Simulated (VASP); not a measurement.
# PbO2 (P4_2/mnm) in VASP: single point with r2SCAN

Aim: the single point of PbO2 with r2SCAN.

Program: VASP 6.6.1. These are calculated values, not measurements. Logs are shortened: lines on timing, memory, paths and dates and some standing lists are left out, and cuts for length are marked.

## (1) The cell of the first run

Symmetry: P4_2/mnm, No. 136, tetragonal system. The conventional cell has a = 4.998 Å, b = 4.998 Å, c = 3.412 Å, α = 90.00°, β = 90.00°, γ = 90.00°. Pb (site symmetry mmm) has 6 O at 2.17 to 2.18 Å within 2.9 Å. O (site symmetry m2m) has 3 Pb at 2.17 to 2.18 Å and 1 O at 2.72 Å within 2.9 Å.

## (2) Single point, r2SCAN

POSCAR reads:

```
PbO2
1.0
    4.9981687344      0.0000000000      0.0000000000
    0.0000000000      4.9981687344      0.0000000000
    0.0000000000      0.0000000000      3.4118054259
Pb O
2 4
Direct
    0.0000000000      0.0000000000      0.0000000000
    0.5000000000      0.5000000000      0.5000000000
    0.3076319895      0.3076319895      0.0000000000
    0.1923680105      0.8076319895      0.5000000000
    0.8076319895      0.1923680105      0.5000000000
    0.6923680105      0.6923680105      0.0000000000
```

INCAR.step1 reads:

```
ALGO = Normal
EDIFF = 1E-4
ENCUT = 520
GGA = PE
ISMEAR = 0
LASPH = T
LCHARG = F
LREAL = F
LWAVE = T
NBANDS = 35
NELM = 80
PREC = Accurate
SIGMA = 0.1
```

INCAR.step2 reads:

```
ALGO = Normal
EDIFF = 1E-6
ENCUT = 520
ISIF = 2
ISMEAR = 0
ISTART = 1
LASPH = T
LCHARG = T
LELF = T
LMIXTAU = T
LREAL = F
LVHAR = T
LWAVE = F
METAGGA = R2SCAN
NBANDS = 35
NELM = 80
PREC = Accurate
SIGMA = 0.1
```

KPOINTS reads:

```
k-points
0
Gamma
  8 8 10
```

Potentials or basis: VASP PAW PBE potentials, release 64 (Pb_d, O).

On the command line:

```sh
$ cat potpaw_PBE.64/Pb_d/POTCAR potpaw_PBE.64/O/POTCAR > POTCAR
$ cp INCAR.step1 INCAR
$ mpirun -np 1 vasp_std > vasp.out
$ cp INCAR.step2 INCAR
$ mpirun -np 1 vasp_std > vasp.out
```

OUTCAR:

```text
EDIFF = 1E-6
   ENCUT = 520
   ISIF = 2
   ISMEAR = 0
   ISTART = 1
   LASPH = T
   LREAL = F
   METAGGA = R2SCAN
   NELM = 80
   PREC = Accurate

 ion  position               nearest neighbor table
   1  0.000  0.000  0.000-   3 2.17   6 2.17   5 2.18   4 2.18   4 2.18   5 2.18   2 3.92   2 3.92
                             2 3.92   2 3.92   2 3.92   2 3.92   2 3.92   2 3.92
   2  0.500  0.500  0.500-   4 2.17   5 2.17   3 2.18   6 2.18   3 2.18   6 2.18   1 3.92   1 3.92
                             1 3.92   1 3.92   1 3.92   1 3.92   1 3.92   1 3.92
   3  0.308  0.308  0.000-   1 2.17   2 2.18   2 2.18
   4  0.192  0.808  0.500-   2 2.17   1 2.18   1 2.18
   5  0.808  0.192  0.500-   2 2.17   1 2.18   1 2.18
   6  0.692  0.692  0.000-   1 2.17   2 2.18   2 2.18

  LATTYP: Found a simple tetragonal cell.
 ALAT       =     4.9981687344
 C/A-ratio  =     0.6826110936

  Lattice vectors:

 A1 = (   4.9981687344,   0.0000000000,   0.0000000000)
 A2 = (   0.0000000000,   4.9981687344,   0.0000000000)
 A3 = (   0.0000000000,   0.0000000000,   3.4118054259)

Analysis of symmetry for initial positions (statically):
=====================================================================
 Subroutine PRICEL returns:
 Original cell was already a primitive cell.

 Routine SETGRP: Setting up the symmetry group for a
 simple tetragonal supercell.

 Subroutine GETGRP returns: Found 16 space group operations
 (whereof  8 operations were pure point group operations)
 out of a pool of 16 trial point group operations.

The static configuration has the point symmetry D_2h.
 The point group associated with its full space group is D_4h.

Analysis of symmetry for dynamics (positions and initial velocities):
=====================================================================
 Subroutine PRICEL returns:
 Original cell was already a primitive cell.

 Routine SETGRP: Setting up the symmetry group for a
 simple tetragonal supercell.

 Subroutine GETGRP returns: Found 16 space group operations
 (whereof  8 operations were pure point group operations)
 out of a pool of 16 trial point group operations.

The dynamic configuration has the point symmetry D_2h.
 The point group associated with its full space group is D_4h.

 Subroutine INISYM returns: Found 16 space group operations
 (whereof  8 operations are pure point group operations),
 and found     1 'primitive' translations

[... 101 lines left out ...]
   NELM   =     80;   NELMIN=  2; NELMDL=  0     # of ELM steps
   EDIFF  = 0.1E-05   stopping-criterion for ELM
   LREAL  =      F    real-space projection
   EDIFFG = 0.1E-04   stopping-criterion for IOM
   NSW    =      0    number of steps for IOM
   IBRION =     -1    ionic relax: 0-MD 1-quasi-New 2-CG
   NFREE  =      0    steps in history (QN), initial steepest desc. (CG)
   ISIF   =      2    stress and relaxation
   ISYM   =      2    0-nonsym 1-usesym 2-fastsym
   POTIM  = 0.5000    time-step for ionic-motion
   TEBEG  =    0.0;   TEEND  =   0.0 temperature during run
   PSTRESS=    0.0 pullay stress
   NELECT =      52.0000    total number of electrons
   NUPDOWN=      -1.0000    fix difference up-down
   EMIN   =  10.00;   EMAX   =-10.00  energy-range for DOS
   EFERMI =   0.00;   METHOD = LEGACY
   ISMEAR =     0;   SIGMA  =   0.10  broadening in eV -4-tet -1-fermi 0-gaus
   EFERMI_NEDOS =   21; number of points for ismear=-14 and -15
   IALGO  =     38    algorithm
   IMIX   =      4    mixing-type and parameters
     AMIX     =   0.40;   BMIX     =  1.00
     AMIX_MAG =   1.60;   BMIX_MAG =  1.00
  volume/ion in A,a.u.               =      14.21        95.86
  Fermi-wavevector in a.u.,A,eV,Ry     =   1.388483  2.623853 26.230471  1.927885
  Thomas-Fermi vector in A             =   2.512605
   LORBIT       =      0    0 simple, 1 ext, 2 COOP (PROOUT), +10 PAW based schemes
   METAGGA = R2SCAN    functional components
   LHFCALC =     F    Hartree Fock is set to
   AEXX    =    0.0000 exact exchange contribution
   IVDW    =     0    specifies the selected vdW correction
   LEPSILON=     F    determine dielectric tensor
   LRPA    =     F    only Hartree local field effects (RPA)
 non-spin polarized calculation
 Gauss-broadening in eV      SIGMA  =   0.10
  energy-cutoff  :      520.00
  volume of cell :       85.23
 maximum number of plane-waves:      2317
 NGX is ok and might be reduce to    40
   NGX = 19   NGY = 19   NGZ = 13

 number of electron      52.0000007 magnetization

 Free energy of the ion-electron system (eV)
  ---------------------------------------------------
  ext. energy  EPLUGINS =         0.00000000
  ---------------------------------------------------
  free energy    TOTEN  =      -142.26225351 eV

  energy without entropy =     -142.26077613  energy(sigma->0) =     -142.26151482

 E-fermi :   3.7777     XC(G=0): -11.3185

 val. band max:        3.7655513037   @ k =   0.1250   0.0000   0.0000
 cond. band min:       3.7941209434   @ k =   0.0000   0.0000   0.0000
 fundamental gap:      0.0285696397
 Fermi energy:         3.7777076546

 k-point     1 :       0.0000    0.0000    0.0000
  band No.  band energies     occupation
      1     -15.3836      2.00000
      2     -15.2356      2.00000
      3     -13.7209      2.00000
      4     -13.7209      2.00000
      5     -12.1943      2.00000
      6     -11.9673      2.00000
[... 901 lines left out ...]
     34      16.2569      0.00000
     35      16.5732      0.00000

 [... further k-points ...]
[... 5 lines left out ...]
  --------------------------------------------------------------------------------------
  -------------------------------------------------------------------------------------
  Total       -0.0785115     -0.0785115     -0.0275944      0.0000000      0.0000000      0.0000000
  in kB       -1.4758353     -1.4758353     -0.5187104      0.0000000      0.0000000      0.0000000
  external PRESSURE =      -1.1567937 kB  Pullay stress =       0.0000000 kB

 VOLUME and BASIS-vectors are now :
 -----------------------------------------------------------------------------
  energy-cutoff  :      520.00
  volume of cell :       85.23
      direct lattice vectors                 reciprocal lattice vectors
     4.998168734  0.000000000  0.000000000     0.200073277  0.000000000  0.000000000
     0.000000000  4.998168734  0.000000000     0.000000000  0.200073277  0.000000000
     0.000000000  0.000000000  3.411805426     0.000000000  0.000000000  0.293099950

 POSITION                                       TOTAL-FORCE (eV/Angst)
 -----------------------------------------------------------------------------------
      0.00000      0.00000      0.00000         0.000000      0.000000      0.000000
      2.49908      2.49908      1.70590         0.000000      0.000000      0.000000
      1.53760      1.53760      0.00000        -0.027066     -0.027066     -0.000000
      0.96149      4.03668      1.70590         0.027066     -0.027066      0.000000
      4.03668      0.96149      1.70590        -0.027066      0.027066      0.000000
      3.46057      3.46057      0.00000         0.027066      0.027066      0.000000
 -----------------------------------------------------------------------------------
    total drift:                                0.000000      0.000000     -0.000000

  FREE ENERGIE OF THE ION-ELECTRON SYSTEM (eV)
  ---------------------------------------------------
  free  energy   TOTEN  =      -142.2622535128 eV

  energy  without entropy=     -142.2607761257  energy(sigma->0) =     -142.26151482
```

OUTCAR.step1:

```text
EDIFF = 1E-4
   ENCUT = 520
   GGA = PE
   ISMEAR = 0
[... 1154 lines left out ...]
      1.53760      1.53760      0.00000        -0.048854     -0.048854      0.000000
      0.96149      4.03668      1.70590         0.048854     -0.048854      0.000000
      4.03668      0.96149      1.70590        -0.048854      0.048854     -0.000000
      3.46057      3.46057      0.00000         0.048854      0.048854     -0.000000
 -----------------------------------------------------------------------------------
    total drift:                                0.000000      0.000000     -0.000000

  FREE ENERGIE OF THE ION-ELECTRON SYSTEM (eV)
  ---------------------------------------------------
  free  energy   TOTEN  =       -31.8018030884 eV

  energy  without entropy=      -31.7996961093  energy(sigma->0) =      -31.80074960
```

OSZICAR.step1:

```text
N       E                     dE             d eps       ncg     rms          rms(c)
DAV:   1     0.688288018277E+03    0.68829E+03   -0.25763E+04  6300   0.180E+03
DAV:   2     0.569426600937E+02   -0.63135E+03   -0.59898E+03  6821   0.501E+02
DAV:   3    -0.328349960731E+02   -0.89778E+02   -0.87087E+02  7511   0.207E+02
DAV:   4    -0.373952758093E+02   -0.45603E+01   -0.45179E+01  7999   0.491E+01
DAV:   5    -0.375574206674E+02   -0.16214E+00   -0.16183E+00  8411   0.946E+00    0.141E+01
DAV:   6    -0.318032384418E+02    0.57542E+01   -0.17796E+01  9592   0.509E+01    0.450E+00
DAV:   7    -0.318335539267E+02   -0.30315E-01   -0.16986E+00  7208   0.953E+00    0.278E+00
DAV:   8    -0.318278983713E+02    0.56556E-02   -0.37722E-01  9876   0.590E+00    0.119E+00
DAV:   9    -0.318001312150E+02    0.27767E-01   -0.78947E-02  9747   0.376E+00    0.126E-01
DAV:  10    -0.318018784292E+02   -0.17472E-02   -0.11078E-02  6925   0.568E-01    0.136E-01
DAV:  11    -0.318018030884E+02    0.75341E-04   -0.32245E-04  6930   0.222E-01
   1 F= -.31801803E+02 E0= -.31800750E+02  d E =-.210698E-02
```

It took 12 min on 1 thread of AMD EPYC 7R13 (Zen 3), shared host; peak memory 0.32 GiB.

Results:

```yaml
Free_energy: -142.2623 eV
Pressure: -0.1 GPa
Largest_force: 0.038 eV/Å
Band_gap_on_the_k_mesh: 0.04 eV (least direct gap 0.07 eV)
```

Forces in eV/Å, atoms in the order of the input:
```
Pb   0.000  0.000  0.000
Pb   0.000  0.000  0.000
O   -0.027 -0.027  0.000
O    0.027 -0.027  0.000
O   -0.027  0.027  0.000
O    0.027  0.027  0.000
```

Stress tensor (GPa, compression positive):
```
-0.15  0.00  0.00
 0.00 -0.15  0.00
 0.00  0.00 -0.05
```

Levels at points of the mesh, in eV from the valence-band top:
| k point | band 24 | band 25 | band 26 | band 27 | band 28 | band 29 |
| --- | --- | --- | --- | --- | --- | --- |
| (0.00, 0.00, 0.00) | -0.53 | -0.53 | -0.49 | 0.07 | 4.73 | 6.55 |
| (0.50, 0.00, 0.00) | -0.57 | -0.37 | -0.37 | 2.82 | 2.82 | 7.13 |
| (0.50, 0.50, 0.00) | -0.59 | -0.51 | -0.51 | 3.24 | 3.24 | 7.39 |
| (0.00, 0.00, 0.50) | -1.14 | -0.81 | -0.81 | 4.23 | 4.23 | 9.64 |
| (0.50, 0.00, 0.50) | -0.80 | -0.13 | -0.13 | 4.54 | 4.54 | 8.08 |
| (0.50, 0.50, 0.50) | -0.68 | -0.55 | -0.55 | 3.31 | 3.31 | 9.04 |

Caveat: the smearing spreads over this small gap; the PAW data sets were made with another functional, which shifts forces and pressure a little; spin-orbit coupling is left out, which moves the levels of the heavy elements. A k mesh can miss the band edges.
